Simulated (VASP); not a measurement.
Set up this calculation in VASP 6.6.1, as the native input.

```yaml
Task: single point
Functional: LDA
Potentials_or_basis: VASP PAW LDA potentials, release 64 (Ba_sv)
Cutoff: 520 eV
k_mesh: 7 × 7 × 1
Occupations: fermi-dirac, width 0.05 eV
Spin: no spin polarisation
Dipole_correction: yes
Further_INCAR_settings: ALGO = Normal; EDIFF = 1e-06; NBANDS = 11
```

The structure of Ba lies in POSCAR:

```
Ba
1.0
    4.7578779704      0.0000000000      0.0000000000
    0.0000000000      4.7578779704      0.0000000000
    0.0000000000      0.0000000000     20.0000000000
Ba
1
Direct
    0.0000000000      0.0000000000      0.5000000000
```

The input as run:

INCAR

```
PREC = Accurate
ENCUT = 520
EDIFF = 1E-6
ISMEAR = -1
SIGMA = 0.05
LREAL = False
LASPH = True
NELM = 100
ALGO = Normal
ISIF = 2
LWAVE = False
LCHARG = False
LDIPOL = True
IDIPOL = 3
DIPOL = 0.5 0.5 0.500
GGA = CA
NBANDS = 11
```

KPOINTS

```
regular mesh
0
Gamma
  7 7 1
```

Potentials or basis: VASP PAW LDA potentials, release 64 (Ba_sv).

Run with:

```bash
$ cat potpaw_LDA.64/Ba_sv/POTCAR > POTCAR
$ mpirun -np 1 vasp_std > vasp.out
```

It took 44 s on 1 thread of Intel(R) Xeon(R) Platinum 8375C CPU @ 2.90GHz (Ice Lake), on a shared host, peak memory 0.34 GiB.
